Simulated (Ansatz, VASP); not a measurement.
**One calculation of C, two programs**

```
C
1.0
     2.45617    0.00000    0.00000
    -1.22809    2.12711    0.00000
     0.00000    0.00000    8.52380
C
2
Direct
  0.33333 0.66667 0.00000
  0.66667 0.33333 0.99707
```

Alike in both runs: task single point; functional LDA; k mesh 14 × 14 × 3; occupations fermi-dirac, width 0.1 eV; no spin polarisation.

|  | VASP | Ansatz |
| --- | --- | --- |
| version | VASP 6.6.1 | Ansatz 0.2.0 |
| potentials or method | VASP PAW LDA potentials, release 64 (C) | plane waves, PAW |
| plane-wave cutoff (eV) | 600 | 420 |
| valence electrons in the cell | 8 | 8 |

|  | VASP | Ansatz | Ansatz less VASP |
| --- | --- | --- | --- |
| rms of the force components (eV/Å) | 0.256 | 0.258 | +0.0014 |

LDA's correlation is that of Perdew and Zunger in VASP and of Perdew and Wang (1992) in Ansatz. Atom by atom the forces differ by 0.001 eV/Å (rms over components).
